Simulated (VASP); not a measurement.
Runs of VASP 6.6.1 on InSb. The structure is that of space group Pmmn (No. 59), or close to it. The cells are those of the table. 

| task | cell | gap on the mesh (eV) | pressure (GPa) | largest force (eV/Å) |
| --- | --- | --- | --- | --- |
| electric field gradients | a = 5.357, b = 5.712, c = 3.032 Å, 4 atoms | none | 18.9 | 0.74 |
| electric field gradients | a = 5.392, b = 5.750, c = 3.083 Å, 4 atoms | none | (a) | 0.70 |
| electric field gradients | a = 5.462, b = 5.824, c = 3.123 Å, 4 atoms | none | 11.5 | 0.60 |
| single point | a = 5.250, b = 5.598, c = 3.063 Å, 4 atoms | none | 23.7 | 1.00 |
| electric field gradients | a = 5.250, b = 5.598, c = 3.063 Å, 4 atoms | none | 23.7 | 1.00 |

Alike in all rows: level PBE; potentials or basis VASP PAW PBE potentials, release 64 (In_d, Sb); no spin polarisation; k mesh 6 × 6 × 11; cutoff (eV) 520; smearing fermi-dirac 0.08 eV.

Question: Estimate the missing entries.

Answer: (a) 15.5.

Caveats: spin-orbit coupling is left out, which moves the levels of the heavy elements; the stress differs along the axes, from 12 to 39 GPa (at least some runs); the stress differs along the axes, from 11 to 31 GPa (at least some runs); the stress differs along the axes, from 7 to 27 GPa (at least some runs); the stress differs along the axes, from 4 to 21 GPa (at least some runs).

A k mesh can miss the band edges, and the runs leave out spin-orbit coupling on In, Sb.

A gap of «none» marks levels without a gap at the run's occupations.
